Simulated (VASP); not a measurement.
C, 4 atoms in the cell. Symmetry: Fmmm, No. 69, orthorhombic system. Conventional cell: a = 2.471 Å, b = 4.276 Å, c = 6.577 Å, α = 90.00°, β = 90.00°, γ = 90.00°. C (site symmetry m2m) has 3 C at 1.43 Å within 1.9 Å. 

```yaml
Program: VASP 6.6.1
Task: single point
Functional: BLYP
Dispersion: D3(BJ)
Potentials_or_basis: VASP PAW PBE potentials, release 64 (C)
Cutoff: 520 eV
k_mesh: 12 × 12 × 4
Occupations: fermi-dirac, width 0.1 eV
Spin: no spin polarisation
Dipole_correction: no
Further_INCAR_settings: ALGO = Normal; EDIFF = 1e-06; NBANDS = 16
```

Potentials or basis: VASP PAW PBE potentials, release 64 (C).

Run with:

```console
$ cat potpaw_PBE.64/C/POTCAR > POTCAR
$ mpirun -np 1 vasp_std > vasp.out
```

Hardware: 1 thread of Intel(R) Xeon(R) 6975P-C (Granite Rapids) (shared host).

Question: How long does it take, and how much memory?

Answer: It took 27 s on 1 thread of Intel(R) Xeon(R) 6975P-C (Granite Rapids), on a shared host, peak memory 0.18 GiB. Counts: scf iterations 12, k points 129.
